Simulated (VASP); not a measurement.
# Tl11Cl12 (a cell with a defect) in VASP: electric field gradients with PBE

Aim: the electric field gradients of Tl11Cl12 (a cell with a defect) with PBE.

Program: VASP 6.6.1. These are calculated values, not measurements. Logs are shortened: lines on timing, memory, paths and dates and some standing lists are left out, and cuts for length are marked.

## 1. The cell of the first run

The cell holds a defect, 23 atoms: a = 8.854 Å, b = 12.222 Å, c = 9.434 Å, α = 90.00°, β = 90.00°, γ = 133.65°.

## 2. Electric field gradients, PBE

The input, INCAR:

```
PREC = Accurate ; ENCUT = 520
EDIFF = 1E-8 ; ISMEAR = -1
SIGMA = 0.01 ; LREAL = Auto
LASPH = T ; NELM = 100
ALGO = Normal ; ISIF = 2
LWAVE = F ; LCHARG = F
GGA = PE ; LEFG = T
NELECT = 228.0 ; NBANDS = 130
```

The input, KPOINTS:

```
regular mesh
0
Gamma
  3 3 2
```

The input, POSCAR:

```
Tl11Cl12
1.0
    6.4070644404     -6.1110168906      0.0000000000
    0.0000000000     12.2220337812      0.0000000000
    0.0000000000      0.0000000000      9.4341377800
Tl Cl
11 12
Direct
    0.3333333333      0.2798116867      0.8750000000
    0.6666666667      0.9464783533      0.3750000000
    0.6666666667      0.9464783533      0.8750000000
    0.0000000000      0.6131450200      0.3750000000
    0.0000000000      0.6131450200      0.8750000000
    0.3333333333      0.0535216467      0.1250000000
    0.3333333333      0.0535216467      0.6250000000
    0.6666666667      0.7201883133      0.1250000000
    0.6666666667      0.7201883133      0.6250000000
    0.0000000000      0.3868549800      0.1250000000
    0.0000000000      0.3868549800      0.6250000000
    0.3333333333      0.8101622767      0.1250000000
    0.3333333333      0.8101622767      0.6250000000
    0.6666666667      0.4768289433      0.1250000000
    0.6666666667      0.4768289433      0.6250000000
    0.0000000000      0.1434956100      0.1250000000
    0.0000000000      0.1434956100      0.6250000000
    0.3333333333      0.5231710567      0.3750000000
    0.3333333333      0.5231710567      0.8750000000
    0.6666666667      0.1898377233      0.3750000000
    0.6666666667      0.1898377233      0.8750000000
    0.0000000000      0.8565043900      0.3750000000
    0.0000000000      0.8565043900      0.8750000000
```

Potentials or basis: VASP PAW PBE potentials, release 64 (Tl_d, Cl).

Launch:

```
cat potpaw_PBE.64/Tl_d/POTCAR potpaw_PBE.64/Cl/POTCAR > POTCAR
mpirun -np 1 vasp_std > vasp.out
```

OUTCAR:

```text
PREC = Accurate
   ENCUT = 520
   EDIFF = 1E-8
   ISMEAR = -1
   LREAL = Auto
   LASPH = T
   NELM = 100
   ISIF = 2
   GGA = PE
   NELECT = 228.0

 ion  position               nearest neighbor table
   1  0.333  0.280  0.875-  19 2.97  17 3.20  16 3.20  15 3.20  14 3.20   7 3.63   6 3.63
   2  0.667  0.946  0.375-  20 2.97  17 3.20  16 3.20  13 3.20  12 3.20   9 3.63   8 3.63
   3  0.667  0.946  0.875-  21 2.97  17 3.20  16 3.20  13 3.20  12 3.20   9 3.63   8 3.63
   4  0.000  0.613  0.375-  22 2.97  15 3.20  14 3.20  13 3.20  12 3.20  11 3.63  10 3.63
   5  0.000  0.613  0.875-  23 2.97  15 3.20  14 3.20  13 3.20  12 3.20  11 3.63  10 3.63
   6  0.333  0.054  0.125-  12 2.97  22 3.20  23 3.20  20 3.20  21 3.20   1 3.63
   7  0.333  0.054  0.625-  13 2.97  22 3.20  23 3.20  20 3.20  21 3.20   1 3.63
   8  0.667  0.720  0.125-  14 2.97  22 3.20  23 3.20  18 3.20  19 3.20   3 3.63   2 3.63
   9  0.667  0.720  0.625-  15 2.97  22 3.20  23 3.20  18 3.20  19 3.20   3 3.63   2 3.63
  10  0.000  0.387  0.125-  16 2.97  18 3.20  19 3.20  20 3.20  21 3.20   5 3.63   4 3.63
  11  0.000  0.387  0.625-  17 2.97  18 3.20  19 3.20  20 3.20  21 3.20   5 3.63   4 3.63
  12  0.333  0.810  0.125-   6 2.97   5 3.20   4 3.20   3 3.20   2 3.20
  13  0.333  0.810  0.625-   7 2.97   5 3.20   4 3.20   3 3.20   2 3.20
  14  0.667  0.477  0.125-   8 2.97   5 3.20   4 3.20   1 3.20
  15  0.667  0.477  0.625-   9 2.97   5 3.20   4 3.20   1 3.20
  16  0.000  0.143  0.125-  10 2.97   1 3.20   3 3.20   2 3.20
  17  0.000  0.143  0.625-  11 2.97   1 3.20   3 3.20   2 3.20
  18  0.333  0.523  0.375-  10 3.20  11 3.20   8 3.20   9 3.20
  19  0.333  0.523  0.875-   1 2.97  10 3.20  11 3.20   8 3.20   9 3.20
  20  0.667  0.190  0.375-   2 2.97  10 3.20  11 3.20   6 3.20   7 3.20
  21  0.667  0.190  0.875-   3 2.97  10 3.20  11 3.20   6 3.20   7 3.20
  22  0.000  0.857  0.375-   4 2.97   8 3.20   9 3.20   6 3.20   7 3.20
  23  0.000  0.857  0.875-   5 2.97   8 3.20   9 3.20   6 3.20   7 3.20

  LATTYP: Found a base centered orthorhombic cell.
 ALAT       =    12.2220337812
 B/A-ratio  =     1.0484448914
 C/A-ratio  =     0.7718959012

  Lattice vectors:

 A1 = (   6.4070644404,   6.1110168906,   0.0000000000)
 A2 = (  -6.4070644404,   6.1110168906,   0.0000000000)
 A3 = (   0.0000000000,   0.0000000000,   9.4341377800)

Analysis of symmetry for initial positions (statically):
=====================================================================
 Subroutine PRICEL returns:
 Original cell was already a primitive cell.

 Routine SETGRP: Setting up the symmetry group for a
 base centered orthorhombic supercell.

 Subroutine GETGRP returns: Found  4 space group operations
 (whereof  1 operations were pure point group operations)
 out of a pool of  8 trial point group operations.

The static configuration has the point symmetry C_1 .
 The point group associated with its full space group is C_2v.

Analysis of symmetry for dynamics (positions and initial velocities):
=====================================================================
 Subroutine PRICEL returns:
 Original cell was already a primitive cell.

 Routine SETGRP: Setting up the symmetry group for a
 base centered orthorhombic supercell.

 Subroutine GETGRP returns: Found  4 space group operations
 (whereof  1 operations were pure point group operations)
 out of a pool of  8 trial point group operations.

The dynamic configuration has the point symmetry C_1 .
 The point group associated with its full space group is C_2v.

 Subroutine INISYM returns: Found  4 space group operations
 (whereof  1 operations are pure point group operations),
 and found     1 'primitive' translations

----------------------------------------------------------------------------------------

                                     Primitive cell

  volume of cell :     738.7624

  direct lattice vectors                    reciprocal lattice vectors
     6.407064440 -6.111016891  0.000000000     0.156077718  0.000000000  0.000000000
     0.000000000 12.222033781  0.000000000     0.078038859  0.081819443  0.000000000
     0.000000000  0.000000000  9.434137780     0.000000000  0.000000000  0.105998028

  length of vectors
     8.854095221 12.222033781  9.434137780     0.156077718  0.113068496  0.105998028

[... 112 lines left out ...]
   ISYM   =      2    0-nonsym 1-usesym 2-fastsym
   POTIM  = 0.5000    time-step for ionic-motion
   TEBEG  =    0.0;   TEEND  =   0.0 temperature during run
   PSTRESS=    0.0 pullay stress
   NELECT =     228.0000    total number of electrons
   NUPDOWN=      -1.0000    fix difference up-down
   EMIN   =  10.00;   EMAX   =-10.00  energy-range for DOS
   EFERMI =   0.00;   METHOD = LEGACY
   ISMEAR =    -1;   SIGMA  =   0.01  broadening in eV -4-tet -1-fermi 0-gaus
   EFERMI_NEDOS =   21; number of points for ismear=-14 and -15
   IALGO  =     38    algorithm
   IMIX   =      4    mixing-type and parameters
     AMIX     =   0.40;   BMIX     =  1.00
     AMIX_MAG =   1.60;   BMIX_MAG =  1.00
  volume/ion in A,a.u.               =      32.12       216.76
  Fermi-wavevector in a.u.,A,eV,Ry     =   1.106330  2.090661 16.653082  1.223967
  Thomas-Fermi vector in A             =   2.242830
   LORBIT       =      0    0 simple, 1 ext, 2 COOP (PROOUT), +10 PAW based schemes
   GGA     = PE    functional components
[... 5 lines left out ...]
 non-spin polarized calculation
  energy-cutoff  :      520.00
  volume of cell :      738.76
 maximum number of plane-waves:     19924
 NGX is ok and might be reduce to    70
   NGX = 33   NGY = 45   NGZ = 35

 number of electron     227.9999994 magnetization

 Free energy of the ion-electron system (eV)
  ---------------------------------------------------
  ext. energy  EPLUGINS =         0.00000000
  ---------------------------------------------------
  free energy    TOTEN  =       -66.80483537 eV

  energy without entropy =      -66.80483537  energy(sigma->0) =      -66.80483537

 E-fermi :   1.5787     XC(G=0):  -8.3715

 val. band max:        1.3363382582   @ k =   0.3333   0.3333   0.0000
 cond. band min:       4.1041337518   @ k =   0.3333   0.0000   0.0000
 fundamental gap:      2.7677954936
 Fermi energy:         1.5786878486

 k-point     1 :       0.0000    0.0000    0.0000
  band No.  band energies     occupation
      1     -12.3071      2.00000
      2     -12.1854      2.00000
      3     -12.1849      2.00000
      4     -12.1694      2.00000
      5     -12.1669      2.00000
      6     -12.0822      2.00000
[... 1021 lines left out ...]
    125       5.6438      0.00000
    126       5.7666      0.00000
 [bands above 126 left out]

------------------------ aborting loop because EDIFF is reached ----------------------------------------

  FORCE on cell =-STRESS in cart. coord.  units (eV):
  Direction    XX          YY          ZZ          XY          YZ          ZX
  --------------------------------------------------------------------------------------
  -------------------------------------------------------------------------------------
  Total        9.8514258     10.5135372      9.8728294      0.0000000      0.0000000      0.0000000
  in kB       21.3650979     22.8010397     21.4115165      0.0000000      0.0000000      0.0000000
  external PRESSURE =      21.8592180 kB  Pullay stress =       0.0000000 kB

 VOLUME and BASIS-vectors are now :
 -----------------------------------------------------------------------------
  energy-cutoff  :      520.00
  volume of cell :      738.76
      direct lattice vectors                 reciprocal lattice vectors
     6.407064440 -6.111016891  0.000000000     0.156077718  0.000000000  0.000000000
     0.000000000 12.222033781  0.000000000     0.078038859  0.081819443  0.000000000
     0.000000000  0.000000000  9.434137780     0.000000000  0.000000000  0.105998028

 POSITION                                       TOTAL-FORCE (eV/Angst)
 -----------------------------------------------------------------------------------
      2.13569      1.38286      8.25487         0.000000      0.048165      0.000000
      4.27138      7.49388      3.53780         0.201713      0.002440      0.000000
      4.27138      7.49388      8.25487         0.134497      0.020216      0.000000
      0.00000      7.49388      3.53780        -0.201713      0.002440      0.000000
      0.00000      7.49388      8.25487        -0.134497      0.020216      0.000000
      2.13569     -1.38286      1.17927         0.000000      0.207528      0.172527
[... 15 lines left out ...]
      0.00000     10.46823      3.53780         0.018800      0.025643      0.000000
      0.00000     10.46823      8.25487         0.019983      0.038211      0.000000
 -----------------------------------------------------------------------------------
    total drift:                                0.000004     -0.000242      0.000000

  FREE ENERGIE OF THE ION-ELECTRON SYSTEM (eV)
  ---------------------------------------------------
  free  energy   TOTEN  =       -66.8048353690 eV

  energy  without entropy=      -66.8048353690  energy(sigma->0) =      -66.80483537

 Electric field gradients (V/A^2)
---------------------------------------------------------------------
 ion       V_xx      V_yy      V_zz      V_xy      V_xz      V_yz
---------------------------------------------------------------------
   1      31.392   -27.862    -3.530     0.000     0.000    -0.000
   2      45.059   -45.133     0.074    -6.750     0.000    -0.000
   3      37.115   -30.907    -6.208    -7.344     0.000    -0.000
   4      45.058   -45.133     0.074     6.750    -0.000    -0.000
   5      37.114   -30.907    -6.207     7.344    -0.000    -0.000
   6      32.470   -34.138     1.668     0.000    -0.000    13.964
[... 15 lines left out ...]
  22      -5.261    -5.250    10.511    -6.596    -0.000    -0.000
  23      -6.340     4.554     1.786    -0.963    -0.000    -0.000
---------------------------------------------------------------------

 Electric field gradients after diagonalization (V/A^2)
 (convention: |V_zz| > |V_xx| > |V_yy|)
----------------------------------------------------------------------
 ion       V_xx      V_yy      V_zz     asymmetry (V_yy - V_xx)/ V_zz
----------------------------------------------------------------------
   1     -27.862    -3.530    31.392       0.775
   2      45.562     0.074   -45.636       0.997
   3     -31.691    -6.208    37.899       0.672
   4      45.561     0.074   -45.635       0.997
   5     -31.691    -6.207    37.898       0.672
   6      32.470     6.470   -38.940       0.668
[... 15 lines left out ...]
  22      10.511     1.341   -11.851       0.774
  23       4.638     1.786    -6.424       0.444
----------------------------------------------------------------------

           NMR quadrupolar parameters

 Cq : quadrupolar parameter    Cq=e*Q*V_zz/h
 eta: asymmetry parameters     (V_yy - V_xx)/ V_zz
 Q  : nuclear electric quadrupole moment in mb (millibarn)
----------------------------------------------------------------------
 ion       Cq(MHz)       eta       Q (mb)
----------------------------------------------------------------------
   1       0.076       0.775       1.000
   2      -0.110       0.997       1.000
   3       0.092       0.672       1.000
   4      -0.110       0.997       1.000
   5       0.092       0.672       1.000
   6      -0.094       0.668       1.000
[... 15 lines left out ...]
  22      -0.029       0.774       1.000
  23      -0.016       0.444       1.000
----------------------------------------------------------------------
```

It used 1900 s of CPU time on 1 thread of Intel(R) Xeon(R) Platinum 8488C (Sapphire Rapids) (shared host).

Results:

| Quantity | Value |
| --- | --- |
| Free energy | -66.8048 eV |
| Largest force | 0.270 eV/Å |

Forces on the atoms (eV/Å):
```
Tl   0.000  0.048  0.000
Tl   0.202  0.002  0.000
Tl   0.134  0.020  0.000
Tl  -0.202  0.002  0.000
Tl  -0.134  0.020  0.000
Tl   0.000  0.208  0.173
Tl   0.000  0.208 -0.173
Tl  -0.107 -0.172  0.175
Tl  -0.107 -0.172 -0.175
Tl   0.107 -0.172  0.175
Tl   0.107 -0.172 -0.175
Cl   0.000 -0.070 -0.019
Cl   0.000 -0.070  0.019
Cl   0.098 -0.031 -0.120
Cl   0.098 -0.031  0.120
Cl  -0.098 -0.031 -0.120
Cl  -0.098 -0.031  0.120
Cl   0.000  0.236  0.000
Cl   0.000  0.076  0.000
Cl  -0.019  0.026  0.000
Cl  -0.020  0.038  0.000
Cl   0.019  0.026  0.000
Cl   0.020  0.038  0.000
```

Levels at points of the mesh, in eV from the Fermi level:
| k point | band 110 | band 111 | band 112 | band 113 | band 114 | band 115 | band 116 | band 117 | band 118 | band 119 |
| --- | --- | --- | --- | --- | --- | --- | --- | --- | --- | --- |
| (0.00, 0.00, 0.00) | -0.60 | -0.57 | -0.38 | -0.34 | -0.27 | 3.28 | 3.38 | 3.52 | 3.55 | 3.55 |
| (0.00, 0.00, 0.50) | -0.71 | -0.68 | -0.63 | -0.58 | -0.53 | 3.03 | 3.07 | 3.19 | 3.38 | 3.93 |

Electric field gradients, principal values (V/Å²):
```tsv
atom	least	middle	greatest (by size)
1 Tl	-3.530	-27.862	31.392
2 Tl	0.074	45.562	-45.636
3 Tl	-6.208	-31.691	37.899
4 Tl	0.074	45.561	-45.635
5 Tl	-6.207	-31.691	37.898
6 Tl	6.470	32.470	-38.940
7 Tl	6.470	32.470	-38.940
8 Tl	4.003	50.031	-54.034
9 Tl	4.003	50.031	-54.034
10 Tl	4.004	50.030	-54.034
11 Tl	4.004	50.030	-54.034
12 Cl	-0.832	-4.985	5.817
13 Cl	-0.832	-4.985	5.817
14 Cl	11.142	16.351	-27.493
15 Cl	11.142	16.351	-27.493
16 Cl	11.142	16.351	-27.493
17 Cl	11.142	16.351	-27.493
18 Cl	19.328	32.369	-51.697
19 Cl	2.500	3.130	-5.630
20 Cl	1.341	10.511	-11.852
21 Cl	1.786	4.638	-6.424
22 Cl	1.341	10.511	-11.851
23 Cl	1.786	4.638	-6.424
```

Caveat: the cell carries a net charge on a neutralising background, which shifts energy and pressure; the cell is charged against a uniform background, so pressure and absolute levels hang on convention; without QUAD_EFG the Cq values of the log hold for a quadrupole moment of 1 mb, not for the nuclei; spin-orbit coupling is left out, which moves the levels of the heavy elements.
